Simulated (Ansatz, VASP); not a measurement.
# SnO in VASP and in Ansatz

INCAR

```
  ALGO = Normal
  EDIFF = 1E-7
  ENCUT = 520
  GGA = PS
  ISIF = 2
  ISMEAR = -1
  LASPH = T
  LCHARG = F
  LREAL = F
  LWAVE = F
  NBANDS = 28
  NELM = 60
  PREC = Accurate
  SIGMA = 0.01
```

KPOINTS

```
k-points
0
Gamma
  8 8 6
```

POSCAR

```
SnO
1.0
    3.8780400000      0.0000000000      0.0000000000
    0.0000000000      3.8780400000      0.0000000000
    0.0000000000      0.0000000000      4.8360000000
Sn O
2 2
Direct
    0.0000000000      0.5000000000      0.2385000000
    0.5000000000      0.0000000000      0.7615000000
    0.0000000000      0.0000000000      0.0000000000
    0.5000000000      0.5000000000      0.0000000000
```

Input for Ansatz:

```yaml
crystal:
  lattice:
    - [3.87804, 0.0, 0.0]
    - [0.0, 3.87804, 0.0]
    - [0.0, 0.0, 4.836]
  atoms:
    - { symbol: Sn, position: [0.0, 0.5, 0.2385] }
    - { symbol: Sn, position: [0.5, 0.0, 0.7615] }
    - { symbol: O, position: [0.0, 0.0, 0.0] }
    - { symbol: O, position: [0.5, 0.5, 0.0] }
kpoints:
  mp_grid: { grid: [8, 8, 6] }
  band_path:
    path:
      - [0.0, 0.0, 0.0]
      - [0.0, 0.5, 0.0]
      - [0.5, 0.5, 0.0]
      - [0.0, 0.0, 0.0]
      - [0.0, 0.0, 0.5]
      - [0.0, 0.5, 0.5]
      - [0.5, 0.5, 0.5]
      - [0.0, 0.0, 0.5]
      - [0.0, 0.5, 0.0]
    npoints: 5
scf:
  occupations: { method: fermi_dirac, width: 0.01 }
hamiltonian:
  xc: pbesol
  pseudopotentials: { kind: all_electron, lapw: { basis_error: 0.001 } }
output:
  forces: true
  stress: true
  eigenvalues: true
```

Change from the starting cell: equal xx and yy strain of +2 %.

Alike in both runs: task single point; functional PBEsol; k mesh 8 × 8 × 6; occupations fermi-dirac, width 0.01 eV; no spin polarisation.

```csv
,VASP,Ansatz
version,VASP 6.6.1,Ansatz 0.2.0
potentials or method,"VASP PAW PBE potentials, release 64 (Sn_d, O), cutoff 520 eV","all-electron LAPW, scalar-relativistic"
```

|  | VASP | Ansatz | Ansatz less VASP |
| --- | --- | --- | --- |
| pressure (GPa) | -3.6 | -3.8 | -0.22 |
| traceless stress, the component that is largest in VASP (GPa) | 1.19 | 1.19 | -0.004 |
| rms of the force components (eV/Å) | 0.119 | 0.151 | +0.0323 |

VASP's potentials were made for PBE, not for PBEsol. Atom by atom the forces differ by 0.032 eV/Å (rms over components). Ansatz ran all-electron here, and VASP with PAW potentials.
